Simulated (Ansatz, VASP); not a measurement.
**Bi: VASP beside Ansatz**

```
CELL_PARAMETERS angstrom
-1.90578 1.90578 1.90578
1.90578 -1.90578 1.90578
1.90578 1.90578 -1.90578
ATOMIC_POSITIONS crystal
Bi 0.00000 0.00000 0.00000
```

Alike in both runs: task single point; functional PBEsol; k mesh 13 × 13 × 13; occupations fermi-dirac, width 0.1 eV; no spin polarisation.

```csv
,VASP,Ansatz
version,VASP 6.6.1,Ansatz 0.2.0
potentials or method,"VASP PAW PBE potentials, release 64 (Bi_d), cutoff 520 eV","plane waves (420 eV) with PAW, scalar-relativistic"
valence electrons in the cell,15,15
```

|  | VASP | Ansatz | Ansatz less VASP |
| --- | --- | --- | --- |
| pressure (GPa) | 5.9 | 6.0 | +0.04 |

VASP's potentials were made for PBE, not for PBEsol, and Ansatz warns of the same on its side. The functional is the same, so the differences come from potentials, cutoffs and numerics.

Neither program's run includes spin-orbit coupling.
